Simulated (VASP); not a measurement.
# MnS (I-4m2) in VASP: single point with PBE

Aim: the single point of MnS with PBE.

All numbers are computed with VASP 6.6.1; they aren't measurements. Logs are shortened: lines on timing, memory, paths and dates and some standing lists are left out, and cuts for length are marked.

### 1 The cell of the first run

It takes space group I-4m2 (No. 119, tetragonal). The conventional cell has a = 3.869 Å, b = 3.869 Å, c = 5.276 Å, α = 90.00°, β = 90.00°, γ = 90.00°. Mn (site symmetry -4m2) has 4 S at 2.34 Å within 3.1 Å. S (site symmetry -4m2) has 4 Mn at 2.34 Å within 3.1 Å.

### 2 Single point, PBE, collinear spin, antiferromagnetic start (19.74 Å³/atom)

File INCAR:

```
  PREC = Accurate
  ENCUT = 500
  EDIFF = 1E-6
  ISMEAR = 0
  SIGMA = 0.05
  LREAL = False
  LASPH = True
  NELM = 200
  ALGO = Normal
  ISIF = 2
  LWAVE = False
  LCHARG = False
  ISPIN = 2
  MAGMOM = 4.17 -4.17 0 0
  LORBIT = 11
  LMAXMIX = 4
  GGA = PE
  NBANDS = 31
  GGA_COMPAT = False
```

File KPOINTS:

```
Automatic mesh
0
Gamma
  6 6 4
```

File POSCAR:

```
MnS
1.0
    0.0000000000      2.7354561234     -2.7354561234
    0.0000000000      2.7354561234      2.7354561234
    5.2763885336      0.0000000000      0.0000000000
Mn S
2 2
Direct
    0.0000000000      0.0000000000      0.0000000000
    0.5000000000      0.5000000000      0.5000000000
    0.0000000000      0.5000000000      0.2499999832
    0.5000000000      1.0000000000      0.7500000168
```

Potentials or basis: VASP PAW PBE potentials, release 64 (Mn_pv, S).

Launch:

```
> cat potpaw_PBE.64/Mn_pv/POTCAR potpaw_PBE.64/S/POTCAR > POTCAR
> mpirun -np 1 vasp_std > vasp.out
```

OUTCAR:

```text
PREC = Accurate
   ENCUT = 500
   EDIFF = 1E-6
   ISMEAR = 0
   LREAL = False
   LASPH = True
   NELM = 200
   ISIF = 2
   ISPIN = 2
   LORBIT = 11
   GGA = PE

 ion  position               nearest neighbor table
   1  0.000  0.000  0.000-   3 2.34   4 2.34   3 2.34   4 2.34
   2  0.500  0.500  0.500-   3 2.34   4 2.34   4 2.34   3 2.34
   3  0.000  0.500  0.250-   1 2.34   1 2.34   2 2.34   2 2.34
   4  0.500  0.000  0.750-   1 2.34   1 2.34   2 2.34   2 2.34

  LATTYP: Found a simple tetragonal cell.
 ALAT       =     3.8685191490
 C/A-ratio  =     1.3639297960

  Lattice vectors:

 A1 = (   0.0000000000,   2.7354561234,  -2.7354561234)
 A2 = (   0.0000000000,   2.7354561234,   2.7354561234)
 A3 = (   5.2763885336,   0.0000000000,   0.0000000000)

Analysis of symmetry for initial positions (statically):
=====================================================================
 Subroutine PRICEL returns following result:

  LATTYP: Found a body centered tetragonal cell.
 ALAT       =     3.8685191490
 C/A-ratio  =     1.3639297960
[... 12 lines left out ...]
 Subroutine GETGRP returns: Found  8 space group operations
 (whereof  8 operations were pure point group operations)
 out of a pool of 16 trial point group operations.

The static configuration has the point symmetry D_2d.

Analysis of symmetry for dynamics (positions and initial velocities):
=====================================================================
 Subroutine PRICEL returns following result:

  LATTYP: Found a body centered tetragonal cell.
 ALAT       =     3.8685191490
 C/A-ratio  =     1.3639297960
[... 12 lines left out ...]
 Subroutine GETGRP returns: Found  8 space group operations
 (whereof  8 operations were pure point group operations)
 out of a pool of 16 trial point group operations.

The dynamic configuration has the point symmetry D_2d.

Analysis of structural, dynamic, and magnetic symmetry:
=====================================================================
 Subroutine PRICEL returns following result:

  LATTYP: Found a body centered tetragonal cell.
 ALAT       =     3.8685191490
 C/A-ratio  =     1.3639297960
[... 12 lines left out ...]
 Subroutine GETGRP returns: Found  8 space group operations
 (whereof  8 operations were pure point group operations)
 out of a pool of 16 trial point group operations.

The overall configuration has the point symmetry D_2d.

 Subroutine INISYM returns: Found  8 space group operations
 (whereof  8 operations are pure point group operations),
 and found     2 'primitive' translations

----------------------------------------------------------------------------------------

                                     Primitive cell

  volume of cell :      39.4817

  direct lattice vectors                    reciprocal lattice vectors
    -2.638194267 -2.735456123  0.000000000    -0.189523572 -0.182784873 -0.182784873
    -2.638194267  2.735456123  0.000000000    -0.189523572  0.182784873 -0.182784873
     2.638194267  0.000000000 -2.735456123     0.000000000  0.000000000 -0.365569746

  length of vectors
     3.800366981  3.800366981  3.800366981     0.320530504  0.320530504  0.365569746

  position of ions in fractional coordinates (direct lattice)
     0.000000000  0.000000000  0.000000000
     0.250000017  0.750000017  0.500000000

  ion indices of the primitive-cell ions
   primitive index   ion index
                 1           1
                 2           3

----------------------------------------------------------------------------------------

 KPOINTS: Automatic mesh

Automatic generation of k-mesh.
 Grid dimensions read from file:
 generate k-points for:    6    6    4

 Generating k-lattice:

  Cartesian coordinates                     Fractional coordinates (reciprocal lattice)
     0.000000000  0.030464145 -0.030464145     0.166666667  0.000000000  0.000000000
     0.000000000  0.030464145  0.030464145     0.000000000  0.166666667  0.000000000
     0.047380893  0.000000000  0.000000000     0.000000000  0.000000000  0.250000000

  Length of vectors
     0.043082808  0.043082808  0.047380893

  Shift w.r.t. Gamma in fractional coordinates (k-lattice)
     0.000000000  0.000000000  0.000000000

 Subroutine IBZKPT returns following result:
 ===========================================

 Found     30 irreducible k-points:

 Following reciprocal coordinates:
            Coordinates               Weight
  0.000000  0.000000  0.000000      1.000000
  0.166667  0.000000  0.000000      4.000000
  0.333333  0.000000  0.000000      4.000000
  0.500000  0.000000  0.000000      2.000000
  0.166667  0.166667  0.000000      4.000000
  0.333333  0.166667  0.000000      8.000000
[... 16 lines left out ...]
  0.333333  0.000000  0.500000      4.000000
  0.500000  0.000000  0.500000      2.000000
 [... further k-points ...]
   k-points           NKPTS =     30   k-points in BZ     NKDIM =     30   number of bands    NBANDS=     31
   number of dos      NEDOS =    301   number of ions     NIONS =      4
   total plane-waves  NPLWV =  31360
   dimension x,y,z NGX =    28 NGY =   28 NGZ =   40
   dimension x,y,z NGXF=    56 NGYF=   56 NGZF=   80
   ions per type =               2   2
   NGX,Y,Z   is equivalent  to a cutoff of  12.03, 12.03, 12.60 a.u.
   NGXF,Y,Z  is equivalent  to a cutoff of  24.07, 24.07, 25.21 a.u.
 SYSTEM =  unknown system
   PREC   = accura    normal or accurate (medium, high low for compatibility)
   ISTART =      0    job   : 0-new  1-cont  2-samecut
   ICHARG =      2    charge: 1-file 2-atom 10-const
   ISPIN  =      2    spin polarized calculation?
   LNONCOLLINEAR =      F non collinear calculations
   LSORBIT =      F    spin-orbit coupling
   LASPH  =      T    aspherical Exc in radial PAW
   ENCUT  =  500.0 eV  36.75 Ry    6.06 a.u.   7.05  7.05  9.62*2*pi/ulx,y,z
   NELM   =    200;   NELMIN=  2; NELMDL= -5     # of ELM steps
   EDIFF  = 0.1E-05   stopping-criterion for ELM
   LREAL  =      F    real-space projection
   EDIFFG = 0.1E-04   stopping-criterion for IOM
   NSW    =      0    number of steps for IOM
   IBRION =     -1    ionic relax: 0-MD 1-quasi-New 2-CG
   NFREE  =      0    steps in history (QN), initial steepest desc. (CG)
   ISIF   =      2    stress and relaxation
   ISYM   =      2    0-nonsym 1-usesym 2-fastsym
   POTIM  = 0.5000    time-step for ionic-motion
   TEBEG  =    0.0;   TEEND  =   0.0 temperature during run
   PSTRESS=    0.0 pullay stress
   NELECT =      38.0000    total number of electrons
   NUPDOWN=      -1.0000    fix difference up-down
   EMIN   =  10.00;   EMAX   =-10.00  energy-range for DOS
   EFERMI =   0.00;   METHOD = LEGACY
   ISMEAR =     0;   SIGMA  =   0.05  broadening in eV -4-tet -1-fermi 0-gaus
   EFERMI_NEDOS =   21; number of points for ismear=-14 and -15
   IALGO  =     38    algorithm
   IMIX   =      4    mixing-type and parameters
     AMIX     =   0.40;   BMIX     =  1.00
     AMIX_MAG =   1.60;   BMIX_MAG =  1.00
  volume/ion in A,a.u.               =      19.74       133.22
  Fermi-wavevector in a.u.,A,eV,Ry     =   1.282903  2.424336 22.393026  1.645841
  Thomas-Fermi vector in A             =   2.415188
   LORBIT       =     11    0 simple, 1 ext, 2 COOP (PROOUT), +10 PAW based schemes
   GGA     = PE    functional components
   LHFCALC =     F    Hartree Fock is set to
   AEXX    =    0.0000 exact exchange contribution
   IVDW    =     0    specifies the selected vdW correction
   LEPSILON=     F    determine dielectric tensor
   LRPA    =     F    only Hartree local field effects (RPA)
 spin polarized calculation
 Gauss-broadening in eV      SIGMA  =   0.05
  energy-cutoff  :      500.00
  volume of cell :       78.96
 maximum number of plane-waves:      2032
   NGX = 15   NGY = 15   NGZ = 19

 number of electron      37.9999972 magnetization      -0.0000000

 number of electron      37.9999972 magnetization       0.0000000

 Free energy of the ion-electron system (eV)
  ---------------------------------------------------
  ext. energy  EPLUGINS =         0.00000000
  ---------------------------------------------------
  free energy    TOTEN  =       -28.78625095 eV

  energy without entropy =      -28.78625095  energy(sigma->0) =      -28.78625095

 E-fermi :   5.0481     XC(G=0):  -9.8405

 val. band max:        4.8110622219   @ k =   0.0000   0.0000   0.5000
 cond. band min:       5.7757008813   @ k =   0.5000   0.3333   0.0000
 fundamental gap:      0.9646386595
 Fermi energy:         5.0481287099

 spin component 1

 k-point     1 :       0.0000    0.0000    0.0000
  band No.  band energies     occupation
      1     -45.0733      1.00000
      2     -45.0139      1.00000
      3     -45.0139      1.00000
      4     -40.8425      1.00000
      5     -40.8425      1.00000
      6     -40.8288      1.00000
[... 805 lines left out ...]
     30      12.9382      0.00000
     31      13.3222      0.00000

 [... further k-points ...]

 spin component 2

 k-point     1 :       0.0000    0.0000    0.0000
  band No.  band energies     occupation
      1     -45.0733      1.00000
      2     -45.0139      1.00000
      3     -45.0139      1.00000
      4     -40.8425      1.00000
      5     -40.8425      1.00000
      6     -40.8289      1.00000
[... 805 lines left out ...]
     30      12.9382      0.00000
     31      13.3223      0.00000

 [... further k-points ...]
[... 5 lines left out ...]
  --------------------------------------------------------------------------------------
  -------------------------------------------------------------------------------------
  Total        1.1841892      1.1795538      1.1795538      0.0000000      0.0000000     -0.0000000
  in kB       24.0273235     23.9332709     23.9332709      0.0000000      0.0000000     -0.0000000
  external PRESSURE =      23.9646218 kB  Pullay stress =       0.0000000 kB

 VOLUME and BASIS-vectors are now :
 -----------------------------------------------------------------------------
  energy-cutoff  :      500.00
  volume of cell :       78.96
      direct lattice vectors                 reciprocal lattice vectors
     0.000000000  2.735456123 -2.735456123     0.000000000  0.182784873 -0.182784873
     0.000000000  2.735456123  2.735456123     0.000000000  0.182784873  0.182784873
     5.276388534  0.000000000  0.000000000     0.189523572  0.000000000  0.000000000

 POSITION                                       TOTAL-FORCE (eV/Angst)
 -----------------------------------------------------------------------------------
      0.00000      0.00000      0.00000         0.000000      0.000000     -0.000000
      2.63819      2.73546      0.00000        -0.000000      0.000000     -0.000000
      1.31910      1.36773      1.36773         0.000000     -0.000000      0.000000
      3.95729      1.36773     -1.36773         0.000000     -0.000000      0.000000
 -----------------------------------------------------------------------------------
    total drift:                                0.000000      0.000000      0.000000

  FREE ENERGIE OF THE ION-ELECTRON SYSTEM (eV)
  ---------------------------------------------------
  free  energy   TOTEN  =       -28.7862509526 eV

  energy  without entropy=      -28.7862509526  energy(sigma->0) =      -28.78625095

 total charge

# of ion       s       p       d       tot
------------------------------------------
    1        0.278   6.240   4.987  11.505
    2        0.278   6.240   4.987  11.505
    3        1.314   2.461   0.000   3.776
    4        1.314   2.461   0.000   3.776
--------------------------------------------------
tot          3.184  17.403   9.974  30.561

 magnetization (x)

# of ion       s       p       d       tot
------------------------------------------
    1        0.026   0.048   3.866   3.939
    2       -0.026  -0.048  -3.866  -3.939
    3        0.000   0.000   0.000   0.000
    4        0.000   0.000   0.000   0.000
--------------------------------------------------
tot          0.000   0.000   0.000   0.000
```

It took 72 s on 1 thread of AMD EPYC 9R14 (Zen 4), shared host; peak memory 0.22 GiB.

Results:

- Free energy: -28.7863 eV
- Pressure: 2.4 GPa
- Band gap on the k mesh: 0.96 eV
- Net moment: 0.00 μB per cell
- Site moments: Mn +3.94, -3.94; S +0.00 μB
- Valence electrons inside the program's atomic spheres: Mn 11.51; S 3.78

Levels at points of the mesh, in eV from the valence-band top:
Spin up:
```csv
k point,band 15,band 16,band 17,band 18,band 19,band 20,band 21,band 22,band 23,band 24
"(0.00, 0.00, 0.00)",-2.25,-2.03,-1.09,-0.28,-0.28,1.29,1.50,2.49,2.62,3.23
"(0.50, 0.00, 0.00)",-2.24,-1.76,-1.41,-0.97,-0.69,1.44,1.78,1.88,2.10,2.59
"(0.50, 0.50, 0.00)",-2.10,-1.97,-1.97,-1.70,-1.22,0.99,0.99,1.30,1.58,1.84
"(0.00, 0.00, 0.50)",-2.24,-2.24,-0.79,0.00,0.00,1.48,1.73,2.55,2.68,2.68
"(0.50, 0.00, 0.50)",-2.25,-1.68,-1.38,-0.37,-0.29,1.39,1.64,1.86,2.49,2.63
"(0.50, 0.50, 0.50)",-2.21,-2.21,-2.10,-1.92,-1.39,1.24,1.24,1.65,1.65,2.18
```
Spin down:
```
           k point  band 15  band 16  band 17  band 18  band 19  band 20  band 21  band 22  band 23  band 24
(0.00, 0.00, 0.00)    -2.25    -2.03    -1.09    -0.28    -0.28     1.29     1.50     2.49     2.62     3.23
(0.50, 0.00, 0.00)    -2.24    -1.76    -1.41    -0.97    -0.69     1.44     1.78     1.88     2.10     2.59
(0.50, 0.50, 0.00)    -2.10    -1.97    -1.97    -1.70    -1.22     0.99     0.99     1.30     1.58     1.84
(0.00, 0.00, 0.50)    -2.24    -2.24    -0.79     0.00     0.00     1.48     1.73     2.55     2.68     2.68
(0.50, 0.00, 0.50)    -2.25    -1.68    -1.38    -0.37    -0.29     1.39     1.64     1.86     2.49     2.63
(0.50, 0.50, 0.50)    -2.21    -2.21    -2.10    -1.92    -1.39     1.24     1.24     1.65     1.65     2.18
```

A k mesh can miss the band edges.
